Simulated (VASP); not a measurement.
# Al6W (P6_3/m) in VASP: single point with PBE

Aim: the single point of Al6W with PBE.

Program: VASP 6.6.1. These are calculated values, not measurements. Logs are shortened: lines on timing, memory, paths and dates and some standing lists are left out, and cuts for length are marked.

### 1 The cell of the first run

It takes space group P6_3/m (No. 176, hexagonal). Conventional cell: a = 7.454 Å, b = 7.454 Å, c = 4.607 Å, α = 90.00°, β = 90.00°, γ = 120.00°. Within 3.6 Å of Al (site symmetry m) lie 9 Al at 2.70 to 3.10 Å and 3 W at 2.80 to 2.81 Å. Within 3.6 Å of Al (site symmetry m) lie 11 Al at 2.70 to 3.10 Å and 1 W at 2.73 Å. W (site symmetry -6) has 12 Al at 2.73 to 2.81 Å within 3.6 Å.

### 2 Single point, PBE

The input, INCAR:

```
  PREC = Accurate
  ENCUT = 500
  EDIFF = 1E-6
  ISMEAR = 0
  SIGMA = 0.1
  LREAL = False
  LASPH = True
  NELM = 120
  ALGO = Normal
  ISIF = 2
  LWAVE = False
  LCHARG = False
  GGA = PE
  NBANDS = 45
  GGA_COMPAT = False
```

The input, KPOINTS:

```
Automatic mesh
0
Gamma
  6 6 8
```

The input, POSCAR:

```
Al6W
1.0
    7.4536415800      0.0000000000      0.0000000000
   -3.7268207900      6.4550429590      0.0000000000
    0.0000000000      0.0000000000      4.6074340799
Al W
12 2
Direct
    0.3927845810      0.4899574753      0.7500000000
    0.2476642111      0.0778668012      0.7500000000
    0.1697974099      0.2476642111      0.2500000000
    0.9221331988      0.1697974099      0.7500000000
    0.7523357889      0.9221331988      0.2500000000
    0.0778668012      0.8302025901      0.2500000000
    0.0971728943      0.6072154190      0.7500000000
    0.8302025901      0.7523357889      0.7500000000
    0.4899574753      0.0971728943      0.2500000000
    0.6072154190      0.5100425247      0.2500000000
    0.5100425247      0.9028271057      0.7500000000
    0.9028271057      0.3927845810      0.2500000000
    0.3333333333      0.6666666667      0.2500000000
    0.6666666667      0.3333333333      0.7500000000
```

Potentials or basis: VASP PAW PBE potentials, release 64 (Al, W_sv).

Started as:

```sh
> cat potpaw_PBE.64/Al/POTCAR potpaw_PBE.64/W_sv/POTCAR > POTCAR
> mpirun -np 1 vasp_std > vasp.out
```

OUTCAR:

```text
PREC = Accurate
   ENCUT = 500
   EDIFF = 1E-6
   ISMEAR = 0
   LREAL = False
   LASPH = True
   NELM = 120
   ISIF = 2
   GGA = PE

 ion  position               nearest neighbor table
   1  0.393  0.490  0.750-   2 2.70   7 2.75  11 2.75  10 2.76  10 2.76  13 2.80  13 2.80  14 2.81
                             8 2.84   3 2.89   3 2.89   4 3.10
   2  0.248  0.078  0.750-   1 2.70  14 2.73   3 2.82   3 2.82   6 2.82   6 2.82   4 2.83   8 2.83
                            11 2.84   9 2.89   9 2.89   7 3.10
   3  0.170  0.248  0.250-  12 2.70  13 2.73   4 2.82   4 2.82   2 2.82   2 2.82   5 2.83   6 2.83
                            10 2.84   1 2.89   1 2.89   9 3.10
   4  0.922  0.170  0.750-  11 2.70  14 2.73   3 2.82   3 2.82   5 2.82   5 2.82   2 2.83   8 2.83
                             7 2.84  12 2.89  12 2.89   1 3.10
   5  0.752  0.922  0.250-  10 2.70  13 2.73   8 2.82   8 2.82   4 2.82   4 2.82   6 2.83   3 2.83
                             9 2.84  11 2.89  11 2.89  12 3.10
   6  0.078  0.830  0.250-   9 2.70  13 2.73   8 2.82   8 2.82   2 2.82   2 2.82   5 2.83   3 2.83
                            12 2.84   7 2.89   7 2.89  10 3.10
   7  0.097  0.607  0.750-   8 2.70   1 2.75  11 2.75  12 2.76  12 2.76  13 2.80  13 2.80  14 2.81
                             4 2.84   6 2.89   6 2.89   2 3.10
   8  0.830  0.752  0.750-   7 2.70  14 2.73   6 2.82   6 2.82   5 2.82   5 2.82   2 2.83   4 2.83
                             1 2.84  10 2.89  10 2.89  11 3.10
   9  0.490  0.097  0.250-   6 2.70  12 2.75  10 2.75  11 2.76  11 2.76  14 2.80  14 2.80  13 2.81
                             5 2.84   2 2.89   2 2.89   3 3.10
  10  0.607  0.510  0.250-   5 2.70  12 2.75   9 2.75   1 2.76   1 2.76  14 2.80  14 2.80  13 2.81
                             3 2.84   8 2.89   8 2.89   6 3.10
  11  0.510  0.903  0.750-   4 2.70   7 2.75   1 2.75   9 2.76   9 2.76  13 2.80  13 2.80  14 2.81
                             2 2.84   5 2.89   5 2.89   8 3.10
  12  0.903  0.393  0.250-   3 2.70  10 2.75   9 2.75   7 2.76   7 2.76  14 2.80  14 2.80  13 2.81
                             6 2.84   4 2.89   4 2.89   5 3.10
  13  0.333  0.667  0.250-   6 2.73   5 2.73   3 2.73   7 2.80   7 2.80  11 2.80  11 2.80   1 2.80
                             1 2.80   9 2.81  12 2.81  10 2.81
  14  0.667  0.333  0.750-   4 2.73   2 2.73   8 2.73  12 2.80  12 2.80   9 2.80   9 2.80  10 2.80
                            10 2.80  11 2.81   7 2.81   1 2.81

  LATTYP: Found a hexagonal cell.
 ALAT       =     7.4536415800
 C/A-ratio  =     0.6181453764

  Lattice vectors:

 A1 = (   7.4536415800,   0.0000000000,   0.0000000000)
 A2 = (  -3.7268207900,   6.4550429590,   0.0000000000)
 A3 = (   0.0000000000,   0.0000000000,   4.6074340799)

Analysis of symmetry for initial positions (statically):
=====================================================================
 Subroutine PRICEL returns:
 Original cell was already a primitive cell.

 Routine SETGRP: Setting up the symmetry group for a
 hexagonal supercell.

 Subroutine GETGRP returns: Found 12 space group operations
 (whereof  6 operations were pure point group operations)
 out of a pool of 24 trial point group operations.

The static configuration has the point symmetry S_6 .
 The point group associated with its full space group is C_6h.

Analysis of symmetry for dynamics (positions and initial velocities):
=====================================================================
 Subroutine PRICEL returns:
 Original cell was already a primitive cell.

 Routine SETGRP: Setting up the symmetry group for a
 hexagonal supercell.

 Subroutine GETGRP returns: Found 12 space group operations
 (whereof  6 operations were pure point group operations)
 out of a pool of 24 trial point group operations.

The dynamic configuration has the point symmetry S_6 .
 The point group associated with its full space group is C_6h.

 Subroutine INISYM returns: Found 12 space group operations
 (whereof  6 operations are pure point group operations),
 and found     1 'primitive' translations

----------------------------------------------------------------------------------------

                                     Primitive cell

  volume of cell :     221.6801

  direct lattice vectors                    reciprocal lattice vectors
     7.453641580  0.000000000  0.000000000     0.134162609  0.077458818  0.000000000
    -3.726820790  6.455042959  0.000000000     0.000000000  0.154917637  0.000000000
[... 57 lines left out ...]
     0.000000000  0.000000000  0.000000000

 Subroutine IBZKPT returns following result:
 ===========================================

 Found     40 irreducible k-points:

 Following reciprocal coordinates:
            Coordinates               Weight
  0.000000  0.000000  0.000000      1.000000
  0.166667  0.000000  0.000000      6.000000
  0.333333  0.000000  0.000000      6.000000
  0.500000  0.000000  0.000000      3.000000
  0.166667  0.166667  0.000000      6.000000
  0.333333  0.166667  0.000000      6.000000
[... 16 lines left out ...]
 -0.333333  0.500000 -0.250000     12.000000
  0.333333  0.333333  0.250000      4.000000
 [... further k-points ...]
   k-points           NKPTS =     40   k-points in BZ     NKDIM =     40   number of bands    NBANDS=     45
   number of dos      NEDOS =    301   number of ions     NIONS =     14
   total plane-waves  NPLWV = 104976
   dimension x,y,z NGX =    54 NGY =   54 NGZ =   36
   dimension x,y,z NGXF=   108 NGYF=  108 NGZF=   72
   ions per type =              12   2
   NGX,Y,Z   is equivalent  to a cutoff of  12.04, 12.04, 12.99 a.u.
   NGXF,Y,Z  is equivalent  to a cutoff of  24.09, 24.09, 25.98 a.u.
 SYSTEM =  unknown system
   PREC   = accura    normal or accurate (medium, high low for compatibility)
   ISTART =      0    job   : 0-new  1-cont  2-samecut
   ICHARG =      2    charge: 1-file 2-atom 10-const
   ISPIN  =      1    spin polarized calculation?
   LNONCOLLINEAR =      F non collinear calculations
   LSORBIT =      F    spin-orbit coupling
   LASPH  =      T    aspherical Exc in radial PAW
   ENCUT  =  500.0 eV  36.75 Ry    6.06 a.u.  13.59 13.59  8.40*2*pi/ulx,y,z
   NELM   =    120;   NELMIN=  2; NELMDL= -5     # of ELM steps
   EDIFF  = 0.1E-05   stopping-criterion for ELM
   LREAL  =      F    real-space projection
   EDIFFG = 0.1E-04   stopping-criterion for IOM
   NSW    =      0    number of steps for IOM
   IBRION =     -1    ionic relax: 0-MD 1-quasi-New 2-CG
   NFREE  =      0    steps in history (QN), initial steepest desc. (CG)
   ISIF   =      2    stress and relaxation
   ISYM   =      2    0-nonsym 1-usesym 2-fastsym
   POTIM  = 0.5000    time-step for ionic-motion
   TEBEG  =    0.0;   TEEND  =   0.0 temperature during run
   PSTRESS=    0.0 pullay stress
   NELECT =      64.0000    total number of electrons
   NUPDOWN=      -1.0000    fix difference up-down
   EMIN   =  10.00;   EMAX   =-10.00  energy-range for DOS
   EFERMI =   0.00;   METHOD = LEGACY
   ISMEAR =     0;   SIGMA  =   0.10  broadening in eV -4-tet -1-fermi 0-gaus
   EFERMI_NEDOS =   21; number of points for ismear=-14 and -15
   IALGO  =     38    algorithm
   IMIX   =      4    mixing-type and parameters
     AMIX     =   0.40;   BMIX     =  1.00
     AMIX_MAG =   1.60;   BMIX_MAG =  1.00
  volume/ion in A,a.u.               =      15.83       106.86
  Fermi-wavevector in a.u.,A,eV,Ry     =   1.081997  2.044677 15.928567  1.170717
  Thomas-Fermi vector in A             =   2.218027
   LORBIT       =      0    0 simple, 1 ext, 2 COOP (PROOUT), +10 PAW based schemes
   GGA     = PE    functional components
   LHFCALC =     F    Hartree Fock is set to
   AEXX    =    0.0000 exact exchange contribution
   IVDW    =     0    specifies the selected vdW correction
   LEPSILON=     F    determine dielectric tensor
   LRPA    =     F    only Hartree local field effects (RPA)
 non-spin polarized calculation
 Gauss-broadening in eV      SIGMA  =   0.10
  energy-cutoff  :      500.00
  volume of cell :      221.68
 maximum number of plane-waves:      5669
   NGX = 27   NGY = 27   NGZ = 17

 number of electron      63.9999995 magnetization

 Free energy of the ion-electron system (eV)
  ---------------------------------------------------
  ext. energy  EPLUGINS =         0.00000000
  ---------------------------------------------------
  free energy    TOTEN  =       -71.96590965 eV

  energy without entropy =      -71.93954822  energy(sigma->0) =      -71.95272893

 E-fermi :   8.4100     XC(G=0): -10.8107

 val. band max:        8.4008924783   @ k =   0.3333   0.0000   0.2500
 cond. band min:       8.4217502466   @ k =   0.1667   0.0000   0.0000
 fundamental gap:      0.0208577683
 Fermi energy:         8.4099762875

 k-point     1 :       0.0000    0.0000    0.0000
  band No.  band energies     occupation
      1     -64.6376      2.00000
      2     -64.6376      2.00000
      3     -28.9213      2.00000
      4     -28.9213      2.00000
      5     -28.9197      2.00000
      6     -28.9197      2.00000
[... 1117 lines left out ...]
     43      12.3420      0.00000
     44      12.3420      0.00000

 [... further k-points ...]

 [bands above 44 left out]

------------------------ aborting loop because EDIFF is reached ----------------------------------------

  FORCE on cell =-STRESS in cart. coord.  units (eV):
  Direction    XX          YY          ZZ          XY          YZ          ZX
  --------------------------------------------------------------------------------------
  -------------------------------------------------------------------------------------
  Total       -0.0350306     -0.0350306      0.0214145      0.0000000      0.0000000     -0.0000000
  in kB       -0.2531813     -0.2531813      0.1547715      0.0000002      0.0000000     -0.0000000
  external PRESSURE =      -0.1171971 kB  Pullay stress =       0.0000000 kB

 VOLUME and BASIS-vectors are now :
 -----------------------------------------------------------------------------
  energy-cutoff  :      500.00
  volume of cell :      221.68
      direct lattice vectors                 reciprocal lattice vectors
     7.453641580  0.000000000  0.000000000     0.134162609  0.077458818  0.000000000
    -3.726820790  6.455042959  0.000000000     0.000000000  0.154917637  0.000000000
     0.000000000  0.000000000  4.607434080     0.000000000  0.000000000  0.217040544

 POSITION                                       TOTAL-FORCE (eV/Angst)
 -----------------------------------------------------------------------------------
      1.10169      3.16270      3.45558        -0.002124     -0.001748     -0.000000
      1.55580      0.50263      3.45558        -0.003324      0.000979     -0.000000
      0.34261      1.59868      1.15186        -0.002510     -0.002389      0.000000
      6.24045      1.09605      3.45558         0.000814     -0.003368      0.000000
      2.17102      5.95241      1.15186         0.003324     -0.000979      0.000000
     -2.51363      5.35899      1.15186        -0.000814      0.003368     -0.000000
     -1.53869      3.91960      3.45558        -0.000452      0.002714     -0.000000
      3.38421      4.85636      3.45558         0.002510      0.002389      0.000000
      3.28982      0.62726      1.15186        -0.002576      0.000966      0.000000
      2.62513      3.29235      1.15186         0.002124      0.001748      0.000000
      0.43700      5.82779      3.45558         0.002576     -0.000966      0.000000
      5.26551      2.53544      1.15186         0.000452     -0.002714     -0.000000
     -0.00000      4.30336      1.15186         0.000000     -0.000000      0.000000
      3.72682      2.15168      3.45558         0.000000     -0.000000      0.000000
 -----------------------------------------------------------------------------------
    total drift:                                0.000000     -0.000000     -0.000000

  FREE ENERGIE OF THE ION-ELECTRON SYSTEM (eV)
  ---------------------------------------------------
  free  energy   TOTEN  =       -71.9659096491 eV

  energy  without entropy=      -71.9395482197  energy(sigma->0) =      -71.95272893
```

Wall time 5.5 min (1 thread of Oxide Virtual Turin-like, shared host); peak memory 0.45 GiB.

What came out:

| Quantity | Value |
| --- | --- |
| Free energy | -71.9659 eV |
| Pressure | 0.0 GPa |
| Largest force | 0.003 eV/Å |
| Band gap on the k mesh | zero (bands 32 and 33 overlap by 0.37 eV) |

Forces on the atoms (eV/Å):
```
Al  -0.002 -0.002  0.000
Al  -0.003  0.001  0.000
Al  -0.003 -0.002  0.000
Al   0.001 -0.003  0.000
Al   0.003 -0.001  0.000
Al  -0.001  0.003  0.000
Al   0.000  0.003  0.000
Al   0.003  0.002  0.000
Al  -0.003  0.001  0.000
Al   0.002  0.002  0.000
Al   0.003 -0.001  0.000
Al   0.000 -0.003  0.000
W    0.000  0.000  0.000
W    0.000  0.000  0.000
```

Levels at points of the mesh, in eV from the Fermi level:
```
           k point  band 28  band 29  band 30  band 31  band 32  band 33  band 34  band 35  band 36  band 37
(0.00, 0.00, 0.00)    -0.70    -0.63    -0.63    -0.40     0.03     0.03     0.48     0.48     0.87     0.87
(0.50, 0.00, 0.00)    -0.91    -0.56    -0.48    -0.47    -0.40    -0.13     0.60     0.99     1.25     1.74
(0.00, 0.00, 0.50)    -0.72    -0.28    -0.28    -0.28    -0.28     0.60     0.60     2.14     2.14     2.61
(0.50, 0.00, 0.50)    -1.46    -0.75    -0.75    -0.69    -0.69     1.31     1.31     1.90     1.90     2.03
```

Caveat: spin-orbit coupling is left out, which moves the levels of the heavy elements.

The gap in the log of VASP goes by the Fermi energy; the results here count the filled bands.